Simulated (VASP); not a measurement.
# Be (C2/m) in VASP: further runs

Be is run at these levels: PBEsol; tasks: single point.

All numbers are computed with VASP 6.6.1; they aren't measurements. Logs are shortened: lines on timing, memory, paths and dates and some standing lists are left out, and cuts for length are marked.

**1. The cell of the first run**

It takes space group C2/m (No. 12, monoclinic). The conventional cell has a = 3.884 Å, b = 2.242 Å, c = 3.633 Å, α = 90.00°, β = 90.00°, γ = 90.00°. Within 2.7 Å of Be (site symmetry m) lie 12 Be at 2.05 to 2.45 Å.

**2. Single point, PBEsol (shortest bond scaled by 1.1)**

The input, INCAR:

```
ALGO = Normal
EDIFF = 1E-6
ENCUT = 520
GGA = PS
ISIF = 2
ISMEAR = -1
LASPH = T
LCHARG = F
LREAL = F
LWAVE = F
NBANDS = 9
NELM = 60
PREC = Accurate
SIGMA = 0.05
```

The input, KPOINTS:

```
k-points
0
Gamma
  15 15 8
```

The input, POSCAR:

```
Be
1.0
    2.2424371395      0.0000000000      0.0000000000
   -1.1212185697      1.9420075292      0.0000000000
    0.0000000000      0.0000000000      3.6327481659
Be
2
Direct
    0.3666666667      0.6833333333      0.2750000000
    0.6333333333      0.3166666667      0.7250000000
```

Potentials or basis: VASP PAW PBE potentials, release 64 (Be).

Run with:

```bash
$ cat potpaw_PBE.64/Be/POTCAR > POTCAR
$ mpirun -np 1 vasp_std > vasp.out
```

OUTCAR:

```text
EDIFF = 1E-6
   ENCUT = 520
   GGA = PS
   ISIF = 2
   ISMEAR = -1
   LASPH = T
   LREAL = F
   NELM = 60
   PREC = Accurate

 ion  position               nearest neighbor table
   1  0.367  0.683  0.275-   2 2.05   2 2.05   2 2.17   2 2.35   2 2.35
   2  0.633  0.317  0.725-   1 2.05   1 2.05   1 2.17   1 2.35   1 2.35

  LATTYP: Found a hexagonal cell.
 ALAT       =     2.2424371395
 C/A-ratio  =     1.6200000000

  Lattice vectors:

 A1 = (   2.2424371395,   0.0000000000,   0.0000000000)
 A2 = (  -1.1212185697,   1.9420075292,   0.0000000000)
 A3 = (   0.0000000000,   0.0000000000,   3.6327481659)

Analysis of symmetry for initial positions (statically):
=====================================================================
 Subroutine PRICEL returns:
 Original cell was already a primitive cell.

 Routine SETGRP: Setting up the symmetry group for a
 hexagonal supercell.

 Subroutine GETGRP returns: Found  4 space group operations
 (whereof  4 operations were pure point group operations)
 out of a pool of 24 trial point group operations.

The static configuration has the point symmetry C_2h.

Analysis of symmetry for dynamics (positions and initial velocities):
=====================================================================
 Subroutine PRICEL returns:
 Original cell was already a primitive cell.

 Routine SETGRP: Setting up the symmetry group for a
 hexagonal supercell.

 Subroutine GETGRP returns: Found  4 space group operations
 (whereof  4 operations were pure point group operations)
 out of a pool of 24 trial point group operations.

The dynamic configuration has the point symmetry C_2h.

 Subroutine INISYM returns: Found  4 space group operations
 (whereof  4 operations are pure point group operations),
 and found     1 'primitive' translations

----------------------------------------------------------------------------------------

                                     Primitive cell

  volume of cell :      15.8200

  direct lattice vectors                    reciprocal lattice vectors
     2.242437139  0.000000000  0.000000000     0.445943381  0.257465531  0.000000000
    -1.121218570  1.942007529  0.000000000     0.000000000  0.514931062  0.000000000
     0.000000000  0.000000000  3.632748166     0.000000000  0.000000000  0.275273692

  length of vectors
     2.242437139  2.242437139  3.632748166     0.514931062  0.514931062  0.275273692

  position of ions in fractional coordinates (direct lattice)
     0.366666667  0.683333333  0.275000000
     0.633333333  0.316666667  0.725000000

  ion indices of the primitive-cell ions
   primitive index   ion index
                 1           1
                 2           2

----------------------------------------------------------------------------------------

 KPOINTS: k-points

Automatic generation of k-mesh.
 Grid dimensions read from file:
 generate k-points for:   15   15    8

 Generating k-lattice:

  Cartesian coordinates                     Fractional coordinates (reciprocal lattice)
     0.029729559  0.017164369  0.000000000     0.066666667  0.000000000  0.000000000
     0.000000000  0.034328737  0.000000000     0.000000000  0.066666667  0.000000000
     0.000000000  0.000000000  0.034409212     0.000000000  0.000000000  0.125000000

  Length of vectors
     0.034328737  0.034328737  0.034409212

  Shift w.r.t. Gamma in fractional coordinates (k-lattice)
     0.000000000  0.000000000  0.000000000

 Subroutine IBZKPT returns following result:
 ===========================================

 Found    488 irreducible k-points:

 Following reciprocal coordinates:
            Coordinates               Weight
  0.000000  0.000000  0.000000      1.000000
  0.066667  0.000000  0.000000      2.000000
  0.000000  0.066667  0.000000      4.000000
  0.133333 -0.000000  0.000000      2.000000
  0.000000  0.133333  0.000000      4.000000
  0.200000 -0.000000  0.000000      2.000000
[... 16 lines left out ...]
 -0.266667  0.200000  0.000000      4.000000
  0.266667  0.066667  0.000000      4.000000
 [... further k-points ...]
   k-points           NKPTS =    488   k-points in BZ     NKDIM =    488   number of bands    NBANDS=      9
   number of dos      NEDOS =    301   number of ions     NIONS =      2
   total plane-waves  NPLWV =   9072
   dimension x,y,z NGX =    18 NGY =   18 NGZ =   28
   dimension x,y,z NGXF=    36 NGYF=   36 NGZF=   56
   ions per type =               2
   NGX,Y,Z   is equivalent  to a cutoff of  13.34, 13.34, 12.81 a.u.
   NGXF,Y,Z  is equivalent  to a cutoff of  26.69, 26.69, 25.63 a.u.
 SYSTEM =  unknown system
   PREC   = accura    normal or accurate (medium, high low for compatibility)
   ISTART =      0    job   : 0-new  1-cont  2-samecut
   ICHARG =      2    charge: 1-file 2-atom 10-const
   ISPIN  =      1    spin polarized calculation?
   LNONCOLLINEAR =      F non collinear calculations
   LSORBIT =      F    spin-orbit coupling
   LASPH  =      T    aspherical Exc in radial PAW
   ENCUT  =  520.0 eV  38.22 Ry    6.18 a.u.   4.17  4.17  6.75*2*pi/ulx,y,z
   NELM   =     60;   NELMIN=  2; NELMDL= -5     # of ELM steps
   EDIFF  = 0.1E-05   stopping-criterion for ELM
   LREAL  =      F    real-space projection
   EDIFFG = 0.1E-04   stopping-criterion for IOM
   NSW    =      0    number of steps for IOM
   IBRION =     -1    ionic relax: 0-MD 1-quasi-New 2-CG
   NFREE  =      0    steps in history (QN), initial steepest desc. (CG)
   ISIF   =      2    stress and relaxation
   ISYM   =      2    0-nonsym 1-usesym 2-fastsym
   POTIM  = 0.5000    time-step for ionic-motion
   TEBEG  =    0.0;   TEEND  =   0.0 temperature during run
   PSTRESS=    0.0 pullay stress
   NELECT =       4.0000    total number of electrons
   NUPDOWN=      -1.0000    fix difference up-down
   EMIN   =  10.00;   EMAX   =-10.00  energy-range for DOS
   EFERMI =   0.00;   METHOD = LEGACY
   ISMEAR =    -1;   SIGMA  =   0.05  broadening in eV -4-tet -1-fermi 0-gaus
   EFERMI_NEDOS =   21; number of points for ismear=-14 and -15
   IALGO  =     38    algorithm
   IMIX   =      4    mixing-type and parameters
     AMIX     =   0.40;   BMIX     =  1.00
     AMIX_MAG =   1.60;   BMIX_MAG =  1.00
  volume/ion in A,a.u.               =       7.91        53.38
  Fermi-wavevector in a.u.,A,eV,Ry     =   1.035204  1.956252 14.580651  1.071648
  Thomas-Fermi vector in A             =   2.169536
   LORBIT       =      0    0 simple, 1 ext, 2 COOP (PROOUT), +10 PAW based schemes
   GGA     = PS    functional components
   LHFCALC =     F    Hartree Fock is set to
   AEXX    =    0.0000 exact exchange contribution
   IVDW    =     0    specifies the selected vdW correction
   LEPSILON=     F    determine dielectric tensor
   LRPA    =     F    only Hartree local field effects (RPA)
 non-spin polarized calculation
  energy-cutoff  :      520.00
  volume of cell :       15.82
 maximum number of plane-waves:       444
 NGX is ok and might be reduce to    18
   NGX =  9   NGY =  9   NGZ = 13

 number of electron       4.0000000 magnetization

 Free energy of the ion-electron system (eV)
  ---------------------------------------------------
  ext. energy  EPLUGINS =         0.00000000
  ---------------------------------------------------
  free energy    TOTEN  =        -7.83795030 eV

  energy without entropy =       -7.83737236  energy(sigma->0) =       -7.83766133

 E-fermi :   7.2105     XC(G=0): -10.5915

 val. band max:        7.1532003021   @ k =   0.0000   0.3333   0.0000
 cond. band min:       7.3858598689   @ k =  -0.3333  -0.2667   0.2500
 fundamental gap:      0.2326595668
 Fermi energy:         7.2105204415

 k-point     1 :       0.0000    0.0000    0.0000
  band No.  band energies     occupation
      1      -4.3644      2.00000
      2       2.3776      2.00000
      3       7.4860      0.00807
      4      23.0214      0.00000
      5      23.9331      0.00000
      6      25.5636      0.00000
      7      26.9097      0.00000
      8      27.8606      0.00000
      9      34.0888      0.00000

 k-point     2 :       0.0667    0.0000    0.0000
  band No.  band energies     occupation
      1      -4.2355      2.00000
      2       2.5473      2.00000
      3       7.5380      0.00285
      4      22.3825      0.00000
      5      22.5494      0.00000
      6      25.8117      0.00000
      7      27.0780      0.00000
      8      27.7667      0.00000
      9      32.8861      0.00000

 k-point     3 :       0.0000    0.0667    0.0000
  band No.  band energies     occupation
      1      -4.2358      2.00000
      2       2.5487      2.00000
      3       7.5301      0.00334
      4      22.1358      0.00000
      5      22.9610      0.00000
      6      25.7519      0.00000
      7      27.0103      0.00000
      8      27.6922      0.00000
      9      32.2858      0.00000

 k-point     4 :       0.1333   -0.0000    0.0000
  band No.  band energies     occupation
      1      -3.8487      2.00000
      2       3.0555      2.00000
      3       7.6865      0.00015
      4      19.8688      0.00000
      5      21.0836      0.00000
      6      25.7085      0.00000
      7      26.9725      0.00000
      8      27.3524      0.00000
      9      30.0848      0.00000

 k-point     5 :       0.0000    0.1333    0.0000
  band No.  band energies     occupation
      1      -3.8498      2.00000
      2       3.0613      2.00000
      3       7.6498      0.00031
      4      19.9155      0.00000
      5      21.3753      0.00000
      6      25.5662      0.00000
      7      26.6393      0.00000
      8      27.1235      0.00000
      9      30.0488      0.00000

 k-point     6 :       0.2000   -0.0000    0.0000
  band No.  band energies     occupation
      1      -3.2042      2.00000
      2       3.8984      2.00000
      3       7.8922      0.00000
      4      16.9540      0.00000
      5      19.7376      0.00000
      6      24.6307      0.00000
      7      26.0231      0.00000
      8      26.3648      0.00000
      9      27.9598      0.00000
[... 169 lines left out ...]
 k-point    21 :       0.2000    0.0667    0.0000
  band No.  band energies     occupation
      1      -2.6883      2.00000
      2       4.5707      2.00000
      3       8.0139      0.00000
      4      15.5154      0.00000
      5      18.3448      0.00000
      6      23.5889      0.00000
      7      24.8489      0.00000
      8      25.5689      0.00000
      9      28.4676      0.00000

 k-point    22 :      -0.0667    0.2667    0.0000
  band No.  band energies     occupation
      1      -2.6907      2.00000
      2       4.5976      2.00000
      3       7.8413      0.00001
      4      15.8660      0.00000
      5      18.5319      0.00000
      6      23.3473      0.00000
      7      24.2421      0.00000
      8      25.3226      0.00000
      9      28.6829      0.00000

 k-point    23 :      -0.2667    0.2000    0.0000
  band No.  band energies     occupation
      1      -2.6884      2.00000
      2       4.5867      2.00000
      3       7.8853      0.00000
      4      15.8462      0.00000
      5      18.4389      0.00000
      6      23.4885      0.00000
      7      24.3067      0.00000
      8      25.0389      0.00000
      9      29.0626      0.00000

 k-point    24 :       0.2667    0.0667    0.0000
  band No.  band energies     occupation
      1      -1.6627      2.00000
      2       5.8942      2.00000
      3       7.9782      0.00000
      4      13.2311      0.00000
      5      17.1679      0.00000
      6      21.0884      0.00000
      7      22.4522      0.00000
      8      24.8151      0.00000
      9      28.0114      0.00000

 [... further k-points ...]

------------------------ aborting loop because EDIFF is reached ----------------------------------------

  FORCE on cell =-STRESS in cart. coord.  units (eV):
  Direction    XX          YY          ZZ          XY          YZ          ZX
  --------------------------------------------------------------------------------------
  -------------------------------------------------------------------------------------
  Total        0.1458892      0.4542085      0.0183105     -0.2670124      0.1402391      0.2429011
  in kB       14.7749905     46.0001658      1.8543990    -27.0417951     14.2027735     24.5999118
  external PRESSURE =      20.8765184 kB  Pullay stress =       0.0000000 kB

 VOLUME and BASIS-vectors are now :
 -----------------------------------------------------------------------------
  energy-cutoff  :      520.00
  volume of cell :       15.82
      direct lattice vectors                 reciprocal lattice vectors
     2.242437139  0.000000000  0.000000000     0.445943381  0.257465531  0.000000000
    -1.121218570  1.942007529  0.000000000     0.000000000  0.514931062  0.000000000
     0.000000000  0.000000000  3.632748166     0.000000000  0.000000000  0.275273692

 POSITION                                       TOTAL-FORCE (eV/Angst)
 -----------------------------------------------------------------------------------
      0.05606      1.32704      0.99901        -0.367264     -0.212040     -1.421633
      1.06516      0.61497      2.63374         0.367264      0.212040      1.421633
 -----------------------------------------------------------------------------------
    total drift:                               -0.000000      0.000000      0.000000

  FREE ENERGIE OF THE ION-ELECTRON SYSTEM (eV)
  ---------------------------------------------------
  free  energy   TOTEN  =        -7.8379503030 eV

  energy  without entropy=       -7.8373723560  energy(sigma->0) =       -7.83766133
```

Run time: 53 s. Hardware: 1 thread of Intel Xeon Platinum 8375C at 2.90GHz (Ice Lake), shared host; peak memory 0.17 GiB.

What came out:

```
Free energy            : -7.8380 eV
Pressure               : 2.1 GPa
Largest force          : 1.484 eV/Å
Band gap on the k mesh : zero (band 2 reaches 7.84 eV, above the bottom of band 3 at 6.04 eV)
```

Forces on the atoms (eV/Å):
```
Be  -0.367 -0.212 -1.422
Be   0.367  0.212  1.422
```

Stress tensor (GPa, compression positive):
```
 1.48 -2.70  2.46
-2.70  4.60  1.42
 2.46  1.42  0.19
```

Levels at points of the mesh, in eV from the Fermi level:
```
           k point  band 1  band 2  band 3  band 4  band 5  band 6  band 7
(0.00, 0.00, 0.00)  -11.57   -4.83    0.28   15.81   16.72   18.35   19.70
(0.00, 0.00, 0.50)   -9.86   -9.07    8.22   11.26   17.02   17.54   18.18
```

Caveat: the cell differs from its parent crystal (shortest bond scaled by 1.1); the PAW data sets were made with another functional, which shifts forces and pressure a little.

**3. Single point, PBEsol (shortest bond scaled by 1.1)**

The input, INCAR:

```
SYSTEM = Be
ALGO = Normal
EDIFF = 1E-7
ENCUT = 520
GGA = PS
ISIF = 2
ISMEAR = -1
LASPH = .True.
LCHARG = .False.
LREAL = .False.
LWAVE = .False.
NBANDS = 9
NELM = 100
PREC = Accurate
SIGMA = 0.05
```

The input, KPOINTS:

```
k-points
0
Gamma
  15 15 8
  0 0 0
```

POSCAR is that of step 2.

Potentials or basis: VASP PAW PBE potentials, release 64 (Be).

Run with:

```bash
$ cat potpaw_PBE.64/Be/POTCAR > POTCAR
$ mpirun -np 1 vasp_std > vasp.out
```

It took 48 s on 1 thread of Intel Xeon Platinum 8375C at 2.90GHz (Ice Lake), shared host; peak memory 0.17 GiB.

It converged, with:

```yaml
Free_energy: -7.8380 eV
Pressure: 2.1 GPa
Largest_force: 1.484 eV/Å
Band_gap_on_the_k_mesh: zero (band 2 reaches 7.84 eV, above the bottom of band 3 at 6.04 eV)
```

Forces on the atoms (eV/Å):
```
Be  -0.367 -0.212 -1.422
Be   0.367  0.212  1.422
```

Stress tensor (GPa, compression positive):
```
 1.48 -2.70  2.46
-2.70  4.60  1.42
 2.46  1.42  0.18
```

Levels at points of the mesh, in eV from the Fermi level:
```
           k point  band 1  band 2  band 3  band 4  band 5  band 6  band 7
(0.00, 0.00, 0.00)  -11.57   -4.83    0.28   15.81   16.72   18.35   19.70
(0.00, 0.00, 0.50)   -9.86   -9.07    8.22   11.26   17.02   17.54   18.18
```

Caveat: the cell differs from its parent crystal (shortest bond scaled by 1.1); the PAW data sets were made with another functional, which shifts forces and pressure a little.
